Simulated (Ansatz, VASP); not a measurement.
# One calculation of SiC, two programs

```
Si C
1.0
     3.04325    0.00000    0.00000
    -1.52163    2.63553    0.00000
     0.00000    0.00000   14.93271
Si C
6 6
Cartesian
  0.0000 0.0000 1.8672
  0.0000 0.0000 9.3335
  0.0000 1.7570 4.3583
  1.5216 0.8785 11.8233
  0.0000 1.7570 14.3108
  1.5216 0.8785 6.8432
  0.0000 0.0000 14.8989
  0.0000 0.0000 7.4908
  0.0000 1.7570 2.5184
  1.5216 0.8785 9.9304
  0.0000 1.7570 12.4717
  1.5216 0.8785 4.9492
```

Change from the starting cell: mode 32 frozen in at -0.030 Å, equal normal strain along x, y and z -0.0167.

Alike in both runs: task single point; functional PBE; k mesh 12 × 12 × 2; occupations gaussian, width 0.05 eV; no spin polarisation.

```csv
,VASP,Ansatz
version,VASP 6.6.1,Ansatz 0.2.0
potentials or method,"VASP PAW PBE potentials, release 64 (Si, C), cutoff 520 eV","scalar-relativistic, plane waves, PAW"
valence electrons in the cell,48,48
```

|  | VASP | Ansatz | Ansatz less VASP |
| --- | --- | --- | --- |
| gap on the k mesh at the Fermi level (eV) | 2.00 | 2.00 | +0.003 |
| least direct gap on the mesh (eV) | 3.11 | 3.12 | +0.006 |
| pressure (GPa) | 12.0 | 12.1 | +0.09 |
| traceless stress, the component that is largest in VASP (GPa) | 0.09 | 0.09 | -0.003 |
| rms of the force components (eV/Å) | 0.377 | 0.378 | +0.0005 |

Atom by atom the forces differ by 0.001 eV/Å (rms over components).
